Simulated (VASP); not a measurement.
The system is ZnS.

```
Zn S
1.0
     2.70200    2.70200    0.00000
    -2.70200    2.70200    0.00000
     0.00000    2.70200    2.70200
Zn S
1 1
Direct
  0.75000 0.25000 0.50000
  0.00000 0.00000 0.00000
```

```yaml
Program: VASP 6.6.1
Task: relaxation of cell and atoms
Functional: PBEsol
Potentials_or_basis: VASP PAW PBE potentials, release 64 (Zn, S)
Cutoff: 500 eV
k_mesh: 12 × 12 × 12
Occupations: fermi-dirac, width 0.08 eV
Spin: no spin polarisation
```

At the start: pressure -1.8 GPa; volume 19.73 Å³/atom.

Problem. Where does the relaxation end?

Solution. Over 3 steps the energy falls by 2.7 meV/atom and the volume is 19.26 Å³/atom (-2.4 %); space group F-43m (No. 216, to 0.05 Å).

The path:
```tsv
step	energy change (eV)	largest force (eV/Å)	pressure (GPa)	volume (Å³)
1	0.0000	0.0000	-1.80	39.45
2	-0.0048	0.0000	0.66	38.20
3	-0.0054	0.0000	0.01	38.51
```

Final structure:
```xyz
2
Lattice="2.6804 2.6804 0.0000 -2.6804 2.6804 0.0000 0.0000 2.6804 2.6804" Properties=species:S:1:pos:R:3 pbc="T T T"
Zn    1.3402    4.0206    1.3402
S     0.0000    0.0000    0.0000
```

Caveat: the PAW data sets were made with another functional, which shifts forces and pressure a little.
